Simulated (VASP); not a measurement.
# WO (Pm-3m) in VASP: single point with r2SCAN+U

Aim: the single point of WO with r2SCAN+U.

Program: VASP 6.6.1. These are calculated values, not measurements. Logs are shortened: lines on timing, memory, paths and dates and some standing lists are left out, and cuts for length are marked.

## Step 1: The cell of the first run

It takes space group Pm-3m (No. 221, cubic). Conventional cell: a = 2.915 Å, b = 2.915 Å, c = 2.915 Å, α = 90.00°, β = 90.00°, γ = 90.00°. W (site symmetry m-3m) has 8 O at 2.52 Å and 6 W at 2.91 Å within 3.3 Å. Within 3.3 Å of O (site symmetry m-3m) lie 8 W at 2.52 Å and 6 O at 2.91 Å.

## Step 2: Single point, r2SCAN+U

Input file POSCAR:

```
WO
1.0
    2.9145613536      0.0000000000      0.0000000000
    0.0000000000      2.9145613536      0.0000000000
    0.0000000000      0.0000000000      2.9145613536
W O
1 1
Direct
    0.0000000000      0.0000000000      0.0000000000
    0.5000000000      0.5000000000      0.5000000000
```

Input file INCAR.step1:

```
ALGO = Normal ; EDIFF = 1E-5
ENCUT = 910 ; GGA = PE
GGA_COMPAT = False ; ISMEAR = 0
LASPH = True ; LCHARG = False
LDAU = True ; LDAUJ = 0 0
LDAUL = 2 -1 ; LDAUTYPE = 2
LDAUU = 6.2 0 ; LMAXMIX = 4
LREAL = False ; LWAVE = True
NBANDS = 17 ; NELM = 200
PREC = Accurate ; SIGMA = 0.1
```

Input file INCAR.step2:

```
ALGO = Normal ; EDIFF = 1E-6
ENCUT = 910 ; GGA_COMPAT = False
ISIF = 2 ; ISMEAR = 0
ISTART = 1 ; LASPH = True
LCHARG = True ; LDAU = True
LDAUJ = 0 0 ; LDAUL = 2 -1
LDAUPRINT = 1 ; LDAUTYPE = 2
LDAUU = 6.2 0 ; LELF = True
LMAXMIX = 4 ; LMIXTAU = True
LREAL = False ; LVHAR = True
LWAVE = False ; METAGGA = R2SCAN
NBANDS = 17 ; NELM = 200
PREC = Accurate ; SIGMA = 0.1
```

Input file KPOINTS:

```
k-points
0
Gamma
  14 14 14
```

Potentials or basis: VASP PAW PBE potentials, release 64 (W_sv, O_h).

Command:

```console
$ cat potpaw_PBE.64/W_sv/POTCAR potpaw_PBE.64/O_h/POTCAR > POTCAR
$ cp INCAR.step1 INCAR
$ mpirun -np 1 vasp_std > vasp.out
$ cp INCAR.step2 INCAR
$ mpirun -np 1 vasp_std > vasp.out
```

OUTCAR:

```text
EDIFF = 1E-6
   ENCUT = 910
   ISIF = 2
   ISMEAR = 0
   ISTART = 1
   LASPH = True
   LREAL = False
   METAGGA = R2SCAN
   NELM = 200
   PREC = Accurate

 ion  position               nearest neighbor table
   1  0.000  0.000  0.000-
   2  0.500  0.500  0.500-

  LATTYP: Found a simple cubic cell.
 ALAT       =     2.9145613536

  Lattice vectors:

 A1 = (   2.9145613536,   0.0000000000,   0.0000000000)
 A2 = (   0.0000000000,   2.9145613536,   0.0000000000)
 A3 = (   0.0000000000,   0.0000000000,   2.9145613536)

Analysis of symmetry for initial positions (statically):
=====================================================================
 Subroutine PRICEL returns:
 Original cell was already a primitive cell.

 Routine SETGRP: Setting up the symmetry group for a
 simple cubic supercell.

 Subroutine GETGRP returns: Found 48 space group operations
 (whereof 48 operations were pure point group operations)
 out of a pool of 48 trial point group operations.

The static configuration has the point symmetry O_h .

Analysis of symmetry for dynamics (positions and initial velocities):
=====================================================================
 Subroutine PRICEL returns:
 Original cell was already a primitive cell.

 Routine SETGRP: Setting up the symmetry group for a
 simple cubic supercell.

 Subroutine GETGRP returns: Found 48 space group operations
 (whereof 48 operations were pure point group operations)
 out of a pool of 48 trial point group operations.

The dynamic configuration has the point symmetry O_h .

 Subroutine INISYM returns: Found 48 space group operations
 (whereof 48 operations are pure point group operations),
 and found     1 'primitive' translations

----------------------------------------------------------------------------------------

                                     Primitive cell

  volume of cell :      24.7582

  direct lattice vectors                    reciprocal lattice vectors
[... 124 lines left out ...]
  energy-cutoff  :      910.00
  volume of cell :       24.76
 maximum number of plane-waves:      1568
 NGX is ok and might be reduce to    30
   NGX = 15   NGY = 15   NGZ = 15

atom =   1  type =  1  l = 2

 onsite density matrix

spin component  1

  0.0869 -0.0000 -0.0000  0.0000 -0.0000
 -0.0000  0.0869 -0.0000 -0.0000 -0.0000
 -0.0000 -0.0000  0.6737 -0.0000  0.0000
  0.0000 -0.0000 -0.0000  0.0869  0.0000
 -0.0000 -0.0000  0.0000  0.0000  0.6737

spin component  2

  0.0869 -0.0000 -0.0000  0.0000 -0.0000
 -0.0000  0.0869 -0.0000 -0.0000 -0.0000
 -0.0000 -0.0000  0.6737 -0.0000  0.0000
  0.0000 -0.0000 -0.0000  0.0869  0.0000
 -0.0000 -0.0000  0.0000  0.0000  0.6737

 occupancies and eigenvectors

  o =  0.0869  v =  1.0000  0.0000  0.0000  0.0000  0.0000  0.0000  0.0000  0.0000  0.0000  0.0000      0.0000  0.0000  0.0000  0.0000  0.0000  0.0000  0.0000  0.0000  0.0000  0.0000
  o =  0.0869  v =  0.0000  0.0000  0.0000  0.0000  0.0000  1.0000  0.0000  0.0000  0.0000  0.0000      0.0000  0.0000  0.0000  0.0000  0.0000  0.0000  0.0000  0.0000  0.0000  0.0000
  o =  0.0869  v =  0.0000 -0.9904 -0.0000  0.1381 -0.0000  0.0000  0.0000  0.0000  0.0000  0.0000      0.0000  0.0000  0.0000  0.0000  0.0000  0.0000  0.0000  0.0000  0.0000  0.0000
  o =  0.0869  v =  0.0000  0.0000  0.0000  0.0000  0.0000  0.0000 -0.9904 -0.0000  0.1381 -0.0000      0.0000  0.0000  0.0000  0.0000  0.0000  0.0000  0.0000  0.0000  0.0000  0.0000
  o =  0.0869  v =  0.0000  0.1381 -0.0000  0.9904  0.0000  0.0000  0.0000  0.0000  0.0000  0.0000      0.0000  0.0000  0.0000  0.0000  0.0000  0.0000  0.0000  0.0000  0.0000  0.0000
  o =  0.0869  v =  0.0000  0.0000  0.0000  0.0000  0.0000  0.0000  0.1381 -0.0000  0.9904  0.0000      0.0000  0.0000  0.0000  0.0000  0.0000  0.0000  0.0000  0.0000  0.0000  0.0000
  o =  0.6737  v =  0.0000  0.0000  0.0000  0.0000  0.0000  0.0000  0.0000  0.9999  0.0000  0.0167      0.0000  0.0000  0.0000  0.0000  0.0000  0.0000  0.0000  0.0000  0.0000  0.0000
  o =  0.6737  v =  0.0000  0.0000  0.9999  0.0000  0.0167  0.0000  0.0000  0.0000  0.0000  0.0000      0.0000  0.0000  0.0000  0.0000  0.0000  0.0000  0.0000  0.0000  0.0000  0.0000
  o =  0.6737  v =  0.0000 -0.0000 -0.0167 -0.0000  0.9999  0.0000  0.0000  0.0000  0.0000  0.0000      0.0000  0.0000  0.0000  0.0000  0.0000  0.0000  0.0000  0.0000  0.0000  0.0000
  o =  0.6737  v =  0.0000  0.0000  0.0000  0.0000  0.0000  0.0000 -0.0000 -0.0167 -0.0000  0.9999      0.0000  0.0000  0.0000  0.0000  0.0000  0.0000  0.0000  0.0000  0.0000  0.0000

 number of electron      20.0000003 magnetization

 Free energy of the ion-electron system (eV)
  ---------------------------------------------------
  ext. energy  EPLUGINS =         0.00000000
  ---------------------------------------------------
  free energy    TOTEN  =       -50.66095058 eV

  energy without entropy =      -50.65575468  energy(sigma->0) =      -50.65835263

 E-fermi :  10.8042     XC(G=0): -13.5230

 val. band max:       10.8029867140   @ k =   0.2857   0.2143   0.0000
 cond. band min:      10.8295279052   @ k =   0.5000   0.3571   0.3571
 fundamental gap:      0.0265411911
 Fermi energy:        10.8041606090

 k-point     1 :       0.0000    0.0000    0.0000
  band No.  band energies     occupation
      1     -67.4220      2.00000
      2     -30.6691      2.00000
      3     -30.6690      2.00000
      4     -30.6690      2.00000
      5     -11.6294      2.00000
      6       4.3722      2.00000
[... 457 lines left out ...]
      4     -30.6165      2.00000
      5     -10.7895      2.00000
      6       1.7688      2.00000
[... 9 lines left out ...]
     16      23.7337      0.00000
     17      23.8784      0.00000

 [... further k-points ...]
[... 5 lines left out ...]
  --------------------------------------------------------------------------------------
  -------------------------------------------------------------------------------------
  Total       -1.2191007     -1.2191007     -1.2191007      0.0000000     -0.0000000     -0.0000000
  in kB      -78.8915627    -78.8915627    -78.8915627      0.0000000     -0.0000000     -0.0000000
  external PRESSURE =     -78.8915627 kB  Pullay stress =       0.0000000 kB

 VOLUME and BASIS-vectors are now :
 -----------------------------------------------------------------------------
  energy-cutoff  :      910.00
  volume of cell :       24.76
      direct lattice vectors                 reciprocal lattice vectors
     2.914561354  0.000000000  0.000000000     0.343104803  0.000000000  0.000000000
     0.000000000  2.914561354  0.000000000     0.000000000  0.343104803  0.000000000
     0.000000000  0.000000000  2.914561354     0.000000000  0.000000000  0.343104803

 POSITION                                       TOTAL-FORCE (eV/Angst)
 -----------------------------------------------------------------------------------
      0.00000      0.00000      0.00000         0.000000      0.000000      0.000000
      1.45728      1.45728      1.45728         0.000000      0.000000      0.000000
 -----------------------------------------------------------------------------------
    total drift:                                0.000000      0.000000      0.000000

  FREE ENERGIE OF THE ION-ELECTRON SYSTEM (eV)
  ---------------------------------------------------
  free  energy   TOTEN  =       -50.6609505784 eV

  energy  without entropy=      -50.6557546763  energy(sigma->0) =      -50.65835263
```

OUTCAR.step1:

```text
EDIFF = 1E-5
   ENCUT = 910
   GGA = PE
   ISMEAR = 0
   LASPH = True
[... 705 lines left out ...]
 -----------------------------------------------------------------------------------
      0.00000      0.00000      0.00000         0.000000      0.000000      0.000000
      1.45728      1.45728      1.45728         0.000000      0.000000      0.000000
 -----------------------------------------------------------------------------------
    total drift:                                0.000000      0.000000      0.000000

  FREE ENERGIE OF THE ION-ELECTRON SYSTEM (eV)
  ---------------------------------------------------
  free  energy   TOTEN  =       -10.9256691554 eV

  energy  without entropy=      -10.9158819931  energy(sigma->0) =      -10.92077557
```

It took 5.9 min on 1 thread of Intel Xeon Platinum 8124M at 3.00GHz (Skylake/Cascade Lake), shared host; peak memory 0.26 GiB.

What came out:

- Free energy: -50.6610 eV
- Pressure: -7.9 GPa
- Band gap on the k mesh: zero (bands 10 and 11 overlap by 5.16 eV)

Eigenvalues of the final occupation matrices:
```
    site  spin  trace               eigenvalues
site 1 d     1   1.61  0.09 0.09 0.09 0.67 0.67
site 1 d     2   1.61  0.09 0.09 0.09 0.67 0.67
```

Caveat: the cell stands under tension; the PAW data sets were made with another functional, which shifts forces and pressure a little; spin-orbit coupling is left out, which moves the levels of the heavy elements; U without spin polarisation on a metal has little footing.

The gap in the log of VASP goes by the Fermi energy; the results here count the filled bands.